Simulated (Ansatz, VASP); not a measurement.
**Two plane-wave programs on N**

```
N
1.0
     5.80733    0.00000    0.00000
     0.00000    5.80733    0.00000
     0.00000    0.00000    5.80733
N
8
Direct
  0.05475 0.05475 0.05475
  0.44525 0.94525 0.55475
  0.55475 0.44525 0.94525
  0.94525 0.55475 0.44525
  0.94609 0.94609 0.94609
  0.55391 0.05391 0.44609
  0.44609 0.55391 0.05391
  0.05391 0.44609 0.55391
```

Alike in both runs: functional r2SCAN; k mesh 4 × 4 × 4; occupations gaussian, width 0.1 eV; no spin polarisation.

Ansatz relaxed the structure, and its values are those at the end. VASP's run is a single point on that final structure, the one shown.

|  | VASP | Ansatz |
| --- | --- | --- |
| version | VASP 6.6.1 | Ansatz 0.2.0 |
| potentials or method | VASP PAW PBE potentials, release 64 (N_h), cutoff 910 eV | scalar-relativistic, plane waves, PAW |
| valence electrons in the cell | 40 | 40 |

```csv
,VASP,Ansatz,Ansatz less VASP
gap on the k mesh at the Fermi level (eV),8.33,8.30,-0.027
least direct gap on the mesh (eV),8.35,8.32,-0.027
rms of the force components (eV/Å),0.007,0.003,-0.0043
```

VASP's potentials were made for PBE, not for r2SCAN.

Noted on VASP's run: the cutoff is under 1.25 times that of the potentials, so the pressure is a little rough.
